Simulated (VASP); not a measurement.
# Ca2C (R-3m) in VASP: single point with r2SCAN

Aim: the single point of Ca2C with r2SCAN.

All numbers are computed with VASP 6.6.1; they aren't measurements. Logs are shortened: lines on timing, memory, paths and dates and some standing lists are left out, and cuts for length are marked.

## 1. The cell of the first run

It takes space group R-3m (No. 166, trigonal). Conventional cell: a = 4.652 Å, b = 4.652 Å, c = 10.336 Å, α = 90.00°, β = 90.00°, γ = 120.00°. C (site symmetry -3m) has 8 Ca at 2.59 to 2.82 Å within 3.4 Å. Within 3.4 Å of Ca (site symmetry 3m) lie 4 C at 2.59 to 2.82 Å and 6 Ca at 3.18 to 3.20 Å.

## 2. Single point, r2SCAN (epitaxial 111 strain +5.1%)

Contents of POSCAR:

```
Ca2C
1.0
   -0.2037907783      3.0855986503      3.0855986503
    3.0855986503     -0.2037907783      3.0855986503
    3.0855986503      3.0855986503     -0.2037907783
C Ca
1 2
Direct
    0.0000000000      0.0000000000      0.0000000000
    0.2507313919      0.2507313919      0.2507313919
    0.7492686081      0.7492686081      0.7492686081
```

Contents of INCAR.step1:

```
PREC = Accurate
ENCUT = 520
ISMEAR = 0
SIGMA = 0.01
LREAL = F
LASPH = T
NELM = 60
NBANDS = 19
GGA = PE
ALGO = Normal
EDIFF = 1E-4
LWAVE = T
LCHARG = F
```

Contents of INCAR.step2:

```
PREC = Accurate
ENCUT = 520
EDIFF = 1E-6
ISMEAR = 0
SIGMA = 0.01
LREAL = F
LASPH = T
NELM = 60
ALGO = Normal
ISIF = 2
LWAVE = F
LCHARG = F
METAGGA = R2SCAN
LMIXTAU = T
NBANDS = 19
ISTART = 1
```

Contents of KPOINTS:

```
Automatic mesh
0
Gamma
  8 8 8
```

Potentials or basis: VASP PAW PBE potentials, release 64 (C, Ca_sv).

Started as:

```bash
$ cat potpaw_PBE.64/C/POTCAR potpaw_PBE.64/Ca_sv/POTCAR > POTCAR
$ cp INCAR.step1 INCAR
$ mpirun -np 1 vasp_std > vasp.out
$ cp INCAR.step2 INCAR
$ mpirun -np 1 vasp_std > vasp.out
```

OUTCAR:

```text
PREC = Accurate
   ENCUT = 520
   EDIFF = 1E-6
   ISMEAR = 0
   LREAL = F
   LASPH = T
   NELM = 60
   ISIF = 2
   METAGGA = R2SCAN
   ISTART = 1

 ion  position               nearest neighbor table
   1  0.000  0.000  0.000-   2 2.59   3 2.59
   2  0.251  0.251  0.251-   1 2.59
   3  0.749  0.749  0.749-   1 2.59

  LATTYP: Found a trigonal (rhomboedric) cell.
 ALAT       =     4.3684515269
 COS(alpha) =     0.4330098130

  Lattice vectors:

 A1 = (  -0.2037907783,   3.0855986503,   3.0855986503)
 A2 = (   3.0855986503,  -0.2037907783,   3.0855986503)
 A3 = (   3.0855986503,   3.0855986503,  -0.2037907783)

Analysis of symmetry for initial positions (statically):
=====================================================================
 Subroutine PRICEL returns:
 Original cell was already a primitive cell.

 Routine SETGRP: Setting up the symmetry group for a
 trigonal (rhombohedral) supercell.

 Subroutine GETGRP returns: Found 12 space group operations
 (whereof 12 operations were pure point group operations)
 out of a pool of 12 trial point group operations.

The static configuration has the point symmetry D_3d.

Analysis of symmetry for dynamics (positions and initial velocities):
=====================================================================
 Subroutine PRICEL returns:
 Original cell was already a primitive cell.

 Routine SETGRP: Setting up the symmetry group for a
 trigonal (rhombohedral) supercell.

 Subroutine GETGRP returns: Found 12 space group operations
 (whereof 12 operations were pure point group operations)
 out of a pool of 12 trial point group operations.

The dynamic configuration has the point symmetry D_3d.

 Subroutine INISYM returns: Found 12 space group operations
 (whereof 12 operations are pure point group operations),
 and found     1 'primitive' translations

----------------------------------------------------------------------------------------

                                     Primitive cell

  volume of cell :      64.5678

  direct lattice vectors                    reciprocal lattice vectors
    -0.203790778  3.085598650  3.085598650    -0.146812862  0.157194924  0.157194924
     3.085598650 -0.203790778  3.085598650     0.157194924 -0.146812862  0.157194924
     3.085598650  3.085598650 -0.203790778     0.157194924  0.157194924 -0.146812862

  length of vectors
     4.368451527  4.368451527  4.368451527     0.266410407  0.266410407  0.266410407

  position of ions in fractional coordinates (direct lattice)
     0.000000000  0.000000000  0.000000000
     0.250731392  0.250731392  0.250731392
     0.749268608  0.749268608  0.749268608

  ion indices of the primitive-cell ions
   primitive index   ion index
                 1           1
                 2           2
                 3           3

----------------------------------------------------------------------------------------

 KPOINTS: Automatic mesh

Automatic generation of k-mesh.
 Grid dimensions read from file:
 generate k-points for:    8    8    8

 Generating k-lattice:

  Cartesian coordinates                     Fractional coordinates (reciprocal lattice)
    -0.018351608  0.019649366  0.019649366     0.125000000  0.000000000 -0.000000000
     0.019649366 -0.018351608  0.019649366     0.000000000  0.125000000 -0.000000000
     0.019649366  0.019649366 -0.018351608     0.000000000  0.000000000  0.125000000

  Length of vectors
     0.033301301  0.033301301  0.033301301

  Shift w.r.t. Gamma in fractional coordinates (k-lattice)
     0.000000000  0.000000000  0.000000000

 Subroutine IBZKPT returns following result:
 ===========================================

 Found     65 irreducible k-points:

 Following reciprocal coordinates:
            Coordinates               Weight
  0.000000  0.000000  0.000000      1.000000
  0.125000  0.000000  0.000000      6.000000
  0.250000  0.000000  0.000000      6.000000
  0.375000  0.000000  0.000000      6.000000
  0.500000  0.000000  0.000000      3.000000
  0.125000  0.125000  0.000000      6.000000
[... 16 lines left out ...]
  0.250000  0.125000  0.125000      6.000000
  0.375000  0.125000  0.125000      6.000000
 [... further k-points ...]
   k-points           NKPTS =     65   k-points in BZ     NKDIM =     65   number of bands    NBANDS=     19
   number of dos      NEDOS =    301   number of ions     NIONS =      3
   total plane-waves  NPLWV =  32768
   dimension x,y,z NGX =    32 NGY =   32 NGZ =   32
   dimension x,y,z NGXF=    64 NGYF=   64 NGZF=   64
   ions per type =               1   2
   NGX,Y,Z   is equivalent  to a cutoff of  12.18, 12.18, 12.18 a.u.
   NGXF,Y,Z  is equivalent  to a cutoff of  24.36, 24.36, 24.36 a.u.
 SYSTEM =  unknown system
   PREC   = accura    normal or accurate (medium, high low for compatibility)
   ISTART =      1    job   : 0-new  1-cont  2-samecut
   ICHARG =      0    charge: 1-file 2-atom 10-const
   ISPIN  =      1    spin polarized calculation?
   LNONCOLLINEAR =      F non collinear calculations
   LSORBIT =      F    spin-orbit coupling
   LASPH  =      T    aspherical Exc in radial PAW
   ENCUT  =  520.0 eV  38.22 Ry    6.18 a.u.   8.12  8.12  8.12*2*pi/ulx,y,z
   NELM   =     60;   NELMIN=  2; NELMDL=  0     # of ELM steps
   EDIFF  = 0.1E-05   stopping-criterion for ELM
   LREAL  =      F    real-space projection
   EDIFFG = 0.1E-04   stopping-criterion for IOM
   NSW    =      0    number of steps for IOM
   IBRION =     -1    ionic relax: 0-MD 1-quasi-New 2-CG
   NFREE  =      0    steps in history (QN), initial steepest desc. (CG)
   ISIF   =      2    stress and relaxation
   ISYM   =      2    0-nonsym 1-usesym 2-fastsym
   POTIM  = 0.5000    time-step for ionic-motion
   TEBEG  =    0.0;   TEEND  =   0.0 temperature during run
   PSTRESS=    0.0 pullay stress
   NELECT =      24.0000    total number of electrons
   NUPDOWN=      -1.0000    fix difference up-down
   EMIN   =  10.00;   EMAX   =-10.00  energy-range for DOS
   EFERMI =   0.00;   METHOD = LEGACY
   ISMEAR =     0;   SIGMA  =   0.01  broadening in eV -4-tet -1-fermi 0-gaus
   EFERMI_NEDOS =   21; number of points for ismear=-14 and -15
   IALGO  =     38    algorithm
   IMIX   =      4    mixing-type and parameters
     AMIX     =   0.40;   BMIX     =  1.00
     AMIX_MAG =   1.60;   BMIX_MAG =  1.00
  volume/ion in A,a.u.               =      21.52       145.24
  Fermi-wavevector in a.u.,A,eV,Ry     =   1.177081  2.224361 18.851153  1.385521
  Thomas-Fermi vector in A             =   2.313434
   LORBIT       =      0    0 simple, 1 ext, 2 COOP (PROOUT), +10 PAW based schemes
   METAGGA = R2SCAN    functional components
   LHFCALC =     F    Hartree Fock is set to
   AEXX    =    0.0000 exact exchange contribution
   IVDW    =     0    specifies the selected vdW correction
   LEPSILON=     F    determine dielectric tensor
   LRPA    =     F    only Hartree local field effects (RPA)
 non-spin polarized calculation
 Gauss-broadening in eV      SIGMA  =   0.01
  energy-cutoff  :      520.00
  volume of cell :       64.57
 maximum number of plane-waves:      1758
   NGX = 17   NGY = 17   NGZ = 17

 number of electron      23.9999999 magnetization

 Free energy of the ion-electron system (eV)
  ---------------------------------------------------
  ext. energy  EPLUGINS =         0.00000000
  ---------------------------------------------------
  free energy    TOTEN  =       -23.23690435 eV

  energy without entropy =      -23.23690435  energy(sigma->0) =      -23.23690435

 E-fermi :   3.1967     XC(G=0):  -9.7479

 val. band max:        3.0275210179   @ k =   0.5000   0.5000   0.0000
 cond. band min:       3.3850003740   @ k =   0.5000   0.5000   0.0000
 fundamental gap:      0.3574793561
 Fermi energy:         3.1966985422

 k-point     1 :       0.0000    0.0000    0.0000
  band No.  band energies     occupation
      1     -39.1333      2.00000
      2     -38.9655      2.00000
      3     -19.4372      2.00000
      4     -19.4372      2.00000
      5     -19.3251      2.00000
      6     -19.0375      2.00000
[... 11 lines left out ...]
     18       9.3452      0.00000
     19       9.5920      0.00000

 k-point     2 :       0.1250    0.0000    0.0000
  band No.  band energies     occupation
      1     -39.1267      2.00000
      2     -38.9717      2.00000
      3     -19.4269      2.00000
      4     -19.4233      2.00000
      5     -19.3168      2.00000
      6     -19.0598      2.00000
[... 11 lines left out ...]
     18       9.0120      0.00000
     19       9.8645      0.00000

 k-point     3 :       0.2500    0.0000    0.0000
  band No.  band energies     occupation
      1     -39.1079      2.00000
      2     -38.9893      2.00000
      3     -19.3968      2.00000
      4     -19.3832      2.00000
      5     -19.2913      2.00000
      6     -19.1203      2.00000
[... 11 lines left out ...]
     18       8.5406      0.00000
     19       8.9398      0.00000

 k-point     4 :       0.3750    0.0000    0.0000
  band No.  band energies     occupation
      1     -39.0801      2.00000
      2     -39.0159      2.00000
      3     -19.3480      2.00000
      4     -19.3220      2.00000
      5     -19.2490      2.00000
      6     -19.1997      2.00000
[... 407 lines left out ...]
     18       8.8756      0.00000
     19       9.7665      0.00000

 k-point    23 :       0.2500    0.1250    0.1250
  band No.  band energies     occupation
      1     -39.1160      2.00000
      2     -38.9810      2.00000
      3     -19.4437      2.00000
      4     -19.3734      2.00000
      5     -19.3022      2.00000
      6     -19.1158      2.00000
[... 11 lines left out ...]
     18       8.9817      0.00000
     19       9.0179      0.00000

 k-point    24 :       0.3750    0.1250    0.1250
  band No.  band energies     occupation
      1     -39.0951      2.00000
      2     -39.0006      2.00000
      3     -19.4453      2.00000
      4     -19.3039      2.00000
      5     -19.2605      2.00000
      6     -19.1957      2.00000
[... 11 lines left out ...]
     18       8.0925      0.00000
     19       8.6275      0.00000

 [... further k-points ...]

------------------------ aborting loop because EDIFF is reached ----------------------------------------

  FORCE on cell =-STRESS in cart. coord.  units (eV):
  Direction    XX          YY          ZZ          XY          YZ          ZX
  --------------------------------------------------------------------------------------
  -------------------------------------------------------------------------------------
  Total       -0.8143504     -0.8143504     -0.8143504      0.4985356      0.4985356      0.4985356
  in kB      -20.2071786    -20.2071786    -20.2071786     12.3705931     12.3705931     12.3705931
  external PRESSURE =     -20.2071786 kB  Pullay stress =       0.0000000 kB

 VOLUME and BASIS-vectors are now :
 -----------------------------------------------------------------------------
  energy-cutoff  :      520.00
  volume of cell :       64.57
      direct lattice vectors                 reciprocal lattice vectors
    -0.203790778  3.085598650  3.085598650    -0.146812862  0.157194924  0.157194924
     3.085598650 -0.203790778  3.085598650     0.157194924 -0.146812862  0.157194924
     3.085598650  3.085598650 -0.203790778     0.157194924  0.157194924 -0.146812862

 POSITION                                       TOTAL-FORCE (eV/Angst)
 -----------------------------------------------------------------------------------
      0.00000      0.00000      0.00000         0.000000      0.000000     -0.000000
      1.49622      1.49622      1.49622         0.011904      0.011904      0.011904
      4.47119      4.47119      4.47119        -0.011904     -0.011904     -0.011904
 -----------------------------------------------------------------------------------
    total drift:                               -0.000000     -0.000000     -0.000000

  FREE ENERGIE OF THE ION-ELECTRON SYSTEM (eV)
  ---------------------------------------------------
  free  energy   TOTEN  =       -23.2369043515 eV

  energy  without entropy=      -23.2369043515  energy(sigma->0) =      -23.23690435
```

Wall time 2.4 min (1 thread of Intel Xeon Platinum 8488C (Sapphire Rapids), shared host); peak memory 0.23 GiB.

What came out:

| Property | Result |
| --- | --- |
| Free energy | -23.2369 eV |
| Pressure | -2.0 GPa |
| Largest force | 0.021 eV/Å |
| Band gap on the k mesh | 0.36 eV |

Forces on the atoms (eV/Å):
```
C    0.000  0.000  0.000
Ca   0.012  0.012  0.012
Ca  -0.012 -0.012 -0.012
```

Stress tensor (GPa, compression positive):
```
-2.02  1.24  1.24
 1.24 -2.02  1.24
 1.24  1.24 -2.02
```

Caveat: the cell differs from its parent crystal (epitaxial 111 strain +5.1%); the PAW data sets were made with another functional, which shifts forces and pressure a little. A k mesh can miss the band edges.
